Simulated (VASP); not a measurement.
# CaB12 (Im-3m) in VASP: a series of runs, part 2 of 2

VASP 6.6.1. The steps go on from the part before.

## 4. Single point, PBE

This run uses another cell than the first one, of 4.71 Å³/atom, 0.552 times its volume.

The input, INCAR:

```
  PREC = Accurate
  ENCUT = 520
  EDIFF = 1E-6
  ISMEAR = 0
  SIGMA = 0.1
  LREAL = F
  LASPH = T
  NELM = 100
  ALGO = Normal
  ISIF = 2
  LWAVE = F
  LCHARG = T
  GGA = PE
  LELF = T
  LVHAR = T
  NBANDS = 35
```

The input, KPOINTS:

```
regular mesh
0
Gamma
  6 6 6
```

The input, POSCAR:

```
CaB12
1.0
   -2.4826100800      2.4826100800      2.4826100800
    2.4826100800     -2.4826100800      2.4826100800
    2.4826100800      2.4826100800     -2.4826100800
Ca B
1 12
Direct
    0.0000000000      0.0000000000      0.0000000000
    0.5570292200      0.7785146100      0.7785146100
    0.0000000000      0.7785146100      0.2214853900
    0.0000000000      0.2214853900      0.7785146100
    0.4429707800      0.2214853900      0.2214853900
    0.7785146100      0.5570292200      0.7785146100
    0.2214853900      0.0000000000      0.7785146100
    0.7785146100      0.0000000000      0.2214853900
    0.2214853900      0.4429707800      0.2214853900
    0.7785146100      0.7785146100      0.5570292200
    0.7785146100      0.2214853900      0.0000000000
    0.2214853900      0.7785146100      0.0000000000
    0.2214853900      0.2214853900      0.4429707800
```

Potentials or basis: VASP PAW PBE potentials, release 64 (Ca_sv, B).

Run with:

```sh
$ cat potpaw_PBE.64/Ca_sv/POTCAR potpaw_PBE.64/B/POTCAR > POTCAR
$ mpirun -np 1 vasp_std > vasp.out
```

OUTCAR:

```text
PREC = Accurate
   ENCUT = 520
   EDIFF = 1E-6
   ISMEAR = 0
   LREAL = F
   LASPH = T
   NELM = 100
   ISIF = 2
   GGA = PE

 ion  position               nearest neighbor table
   1  0.000  0.000  0.000-   3 1.56   4 1.56   7 1.56   8 1.56  11 1.56  12 1.56   5 1.56   9 1.56
                            10 1.56   6 1.56   2 1.56  13 1.56
   2  0.557  0.779  0.779-   8 1.56  11 1.56   1 1.56  10 1.56   6 1.56   7 1.98  12 1.98  13 1.98
                             9 1.98
   3  0.000  0.779  0.221-  13 1.56   6 1.56   8 1.56  12 1.56   1 1.56   9 1.98  10 1.98   7 1.98
                            11 1.98
   4  0.000  0.221  0.779-  10 1.56   7 1.56   9 1.56   1 1.56  11 1.56   6 1.98  13 1.98  12 1.98
                             8 1.98
   5  0.443  0.221  0.221-   7 1.56  12 1.56   1 1.56   9 1.56  13 1.56   8 1.98  11 1.98  10 1.98
                             6 1.98
   6  0.779  0.557  0.779-   3 1.56  12 1.56   1 1.56  10 1.56   2 1.56  11 1.98   4 1.98  13 1.98
                             5 1.98
   7  0.221  0.000  0.779-  10 1.56   4 1.56   5 1.56   1 1.56  12 1.56   2 1.98  13 1.98  11 1.98
                             3 1.98
   8  0.779  0.000  0.221-  13 1.56   2 1.56   3 1.56  11 1.56   1 1.56   5 1.98  10 1.98   4 1.98
                            12 1.98
   9  0.221  0.443  0.221-   4 1.56  11 1.56   1 1.56   5 1.56  13 1.56  12 1.98   3 1.98  10 1.98
                             2 1.98
  10  0.779  0.779  0.557-   4 1.56   7 1.56   1 1.56   6 1.56   2 1.56   3 1.98   8 1.98   5 1.98
                             9 1.98
  11  0.779  0.221  0.000-   1 1.56   2 1.56   4 1.56   8 1.56   9 1.56   5 1.98   6 1.98   3 1.98
                             7 1.98
  12  0.221  0.779  0.000-   1 1.56   3 1.56   5 1.56   6 1.56   7 1.56   2 1.98   9 1.98   8 1.98
                             4 1.98
  13  0.221  0.221  0.443-   3 1.56   8 1.56   1 1.56   5 1.56   9 1.56   4 1.98   7 1.98   2 1.98
                             6 1.98

  LATTYP: Found a body centered cubic cell.
 ALAT       =     4.9652201600

  Lattice vectors:

 A1 = (  -2.4826100800,   2.4826100800,   2.4826100800)
 A2 = (   2.4826100800,  -2.4826100800,   2.4826100800)
 A3 = (   2.4826100800,   2.4826100800,  -2.4826100800)

Analysis of symmetry for initial positions (statically):
=====================================================================
 Subroutine PRICEL returns:
 Original cell was already a primitive cell.

 Routine SETGRP: Setting up the symmetry group for a
 body centered cubic supercell.

 Subroutine GETGRP returns: Found 48 space group operations
 (whereof 48 operations were pure point group operations)
 out of a pool of 48 trial point group operations.

The static configuration has the point symmetry O_h .

Analysis of symmetry for dynamics (positions and initial velocities):
=====================================================================
 Subroutine PRICEL returns:
 Original cell was already a primitive cell.

 Routine SETGRP: Setting up the symmetry group for a
 body centered cubic supercell.

 Subroutine GETGRP returns: Found 48 space group operations
 (whereof 48 operations were pure point group operations)
 out of a pool of 48 trial point group operations.

The dynamic configuration has the point symmetry O_h .

 Subroutine INISYM returns: Found 48 space group operations
 (whereof 48 operations are pure point group operations),
 and found     1 'primitive' translations
[... 94 lines left out ...]
   dimension x,y,z NGXF=    64 NGYF=   64 NGZF=   64
   ions per type =               1  12
   NGX,Y,Z   is equivalent  to a cutoff of  12.37, 12.37, 12.37 a.u.
   NGXF,Y,Z  is equivalent  to a cutoff of  24.74, 24.74, 24.74 a.u.
 SYSTEM =  unknown system
   PREC   = accura    normal or accurate (medium, high low for compatibility)
   ISTART =      0    job   : 0-new  1-cont  2-samecut
   ICHARG =      2    charge: 1-file 2-atom 10-const
   ISPIN  =      1    spin polarized calculation?
   LNONCOLLINEAR =      F non collinear calculations
   LSORBIT =      F    spin-orbit coupling
   LASPH  =      T    aspherical Exc in radial PAW
   ENCUT  =  520.0 eV  38.22 Ry    6.18 a.u.   8.00  8.00  8.00*2*pi/ulx,y,z
   NELM   =    100;   NELMIN=  2; NELMDL= -5     # of ELM steps
   EDIFF  = 0.1E-05   stopping-criterion for ELM
   LREAL  =      F    real-space projection
   EDIFFG = 0.1E-04   stopping-criterion for IOM
   NSW    =      0    number of steps for IOM
   IBRION =     -1    ionic relax: 0-MD 1-quasi-New 2-CG
   NFREE  =      0    steps in history (QN), initial steepest desc. (CG)
   ISIF   =      2    stress and relaxation
   ISYM   =      2    0-nonsym 1-usesym 2-fastsym
   POTIM  = 0.5000    time-step for ionic-motion
   TEBEG  =    0.0;   TEEND  =   0.0 temperature during run
   PSTRESS=    0.0 pullay stress
   NELECT =      46.0000    total number of electrons
   NUPDOWN=      -1.0000    fix difference up-down
   EMIN   =  10.00;   EMAX   =-10.00  energy-range for DOS
   EFERMI =   0.00;   METHOD = LEGACY
   ISMEAR =     0;   SIGMA  =   0.10  broadening in eV -4-tet -1-fermi 0-gaus
   EFERMI_NEDOS =   21; number of points for ismear=-14 and -15
   IALGO  =     38    algorithm
   IMIX   =      4    mixing-type and parameters
     AMIX     =   0.40;   BMIX     =  1.00
     AMIX_MAG =   1.60;   BMIX_MAG =  1.00
  volume/ion in A,a.u.               =       4.71        31.77
  Fermi-wavevector in a.u.,A,eV,Ry     =   1.488443  2.812750 30.143206  2.215463
  Thomas-Fermi vector in A             =   2.601477
   LORBIT       =      0    0 simple, 1 ext, 2 COOP (PROOUT), +10 PAW based schemes
   GGA     = PE    functional components
   LHFCALC =     F    Hartree Fock is set to
   AEXX    =    0.0000 exact exchange contribution
   IVDW    =     0    specifies the selected vdW correction
   LEPSILON=     F    determine dielectric tensor
   LRPA    =     F    only Hartree local field effects (RPA)
 non-spin polarized calculation
 Gauss-broadening in eV      SIGMA  =   0.10
  energy-cutoff  :      520.00
  volume of cell :       61.20
 maximum number of plane-waves:      1686
   NGX = 15   NGY = 15   NGZ = 15

 number of electron      46.0000004 magnetization

 Free energy of the ion-electron system (eV)
  ---------------------------------------------------
  ext. energy  EPLUGINS =         0.00000000
  ---------------------------------------------------
  free energy    TOTEN  =        -4.44349122 eV

  energy without entropy =       -4.43334266  energy(sigma->0) =       -4.43841694

 E-fermi :  12.3685     XC(G=0): -13.9502

 val. band max:       12.3537900962   @ k =  -0.3333   0.3333   0.3333
 cond. band min:      12.3794855019   @ k =   0.3333   0.1667   0.1667
 fundamental gap:      0.0256954058
 Fermi energy:        12.3684816466

 k-point     1 :       0.0000    0.0000    0.0000
  band No.  band energies     occupation
      1     -32.8662      2.00000
      2     -16.7930      2.00000
      3     -16.7930      2.00000
      4     -16.7930      2.00000
      5      -5.7134      2.00000
      6      -3.2195      2.00000
[... 597 lines left out ...]
     34      19.8189      0.00000
     35      19.8189      0.00000

------------------------ aborting loop because EDIFF is reached ----------------------------------------

  FORCE on cell =-STRESS in cart. coord.  units (eV):
  Direction    XX          YY          ZZ          XY          YZ          ZX
  --------------------------------------------------------------------------------------
  -------------------------------------------------------------------------------------
  Total      141.0816441    141.0816441    141.0816441     -0.0000000      0.0000000     -0.0000000
  in kB     3693.1382033   3693.1382033   3693.1382033     -0.0000000      0.0000000     -0.0000000
  external PRESSURE =    3693.1382033 kB  Pullay stress =       0.0000000 kB

 VOLUME and BASIS-vectors are now :
 -----------------------------------------------------------------------------
  energy-cutoff  :      520.00
  volume of cell :       61.20
      direct lattice vectors                 reciprocal lattice vectors
    -2.482610080  2.482610080  2.482610080     0.000000000  0.201400938  0.201400938
     2.482610080 -2.482610080  2.482610080     0.201400938  0.000000000  0.201400938
     2.482610080  2.482610080 -2.482610080     0.201400938  0.201400938  0.000000000

 POSITION                                       TOTAL-FORCE (eV/Angst)
 -----------------------------------------------------------------------------------
      0.00000      0.00000      0.00000        -0.000000     -0.000000      0.000000
      2.48261      1.38289      1.38289        -0.000000    -13.950556    -13.950556
      2.48261     -1.38289      1.38289        -0.000000     13.950556    -13.950556
      2.48261      1.38289     -1.38289        -0.000000    -13.950556     13.950556
     -0.00000      1.09972      1.09972        -0.000000     13.950556     13.950556
      1.38289      2.48261      1.38289       -13.950556      0.000000    -13.950556
      1.38289      2.48261     -1.38289       -13.950556      0.000000     13.950556
     -1.38289      2.48261      1.38289        13.950556      0.000000    -13.950556
      1.09972     -0.00000      1.09972        13.950556     -0.000000     13.950556
      1.38289      1.38289      2.48261       -13.950556    -13.950556      0.000000
     -1.38289      1.38289      2.48261        13.950556    -13.950556      0.000000
      1.38289     -1.38289      2.48261       -13.950556     13.950556      0.000000
      1.09972      1.09972     -0.00000        13.950556     13.950556      0.000000
 -----------------------------------------------------------------------------------
    total drift:                                0.000000     -0.000000     -0.000000

  FREE ENERGIE OF THE ION-ELECTRON SYSTEM (eV)
  ---------------------------------------------------
  free  energy   TOTEN  =        -4.4434912226 eV

  energy  without entropy=       -4.4333426635  energy(sigma->0) =       -4.43841694
```

It took 19 s on 1 thread of Intel Xeon 6975P-C (Granite Rapids), shared host; peak memory 0.18 GiB.

What came out:

```yaml
Free_energy: -4.4435 eV
Pressure: 369.3 GPa
Largest_force: 19.729 eV/Å
Band_gap_on_the_k_mesh: zero (band 23 reaches 12.89 eV, above the bottom of band 24 at 9.93 eV)
```

Forces on the atoms (eV/Å):
```
Ca    0.000   0.000   0.000
B     0.000 -13.951 -13.951
B     0.000  13.951 -13.951
B     0.000 -13.951  13.951
B     0.000  13.951  13.951
B   -13.951   0.000 -13.951
B   -13.951   0.000  13.951
B    13.951   0.000 -13.951
B    13.951   0.000  13.951
B   -13.951 -13.951   0.000
B    13.951 -13.951   0.000
B   -13.951  13.951   0.000
B    13.951  13.951   0.000
```

Caveat: forces of over 1 eV/Å act on the atoms, so gaps and moduli don't describe the material at rest.

## 5. The runs side by side

| task | cell | k mesh | cutoff (eV) | gap on the mesh (eV) | pressure (GPa) | largest force (eV/Å) |
| --- | --- | --- | --- | --- | --- | --- |
| single point | a = 5.242 Å, angles 109.5°, 13 atoms | 10 × 10 × 10 | 520 | none | 0.0 | 0.01 |
| relaxation of cell and atoms | relaxed from a = 5.242 Å, angles 109.5°, 13 atoms | 10 × 10 × 10 | 600 | none | 0.0 | - |
| single point | a = 4.300 Å, angles 109.5°, 13 atoms | 6 × 6 × 6 | 520 | none | 369.3 | 19.73 |

Alike in all rows: level PBE; potentials or basis VASP PAW PBE potentials, release 64 (Ca_sv, B); no spin polarisation; smearing gaussian 0.1 eV.

Caveats: forces of over 1 eV/Å act on the atoms, so gaps and moduli don't describe the material at rest (some runs).

Absolute energies hang on the potentials; compare differences alone.
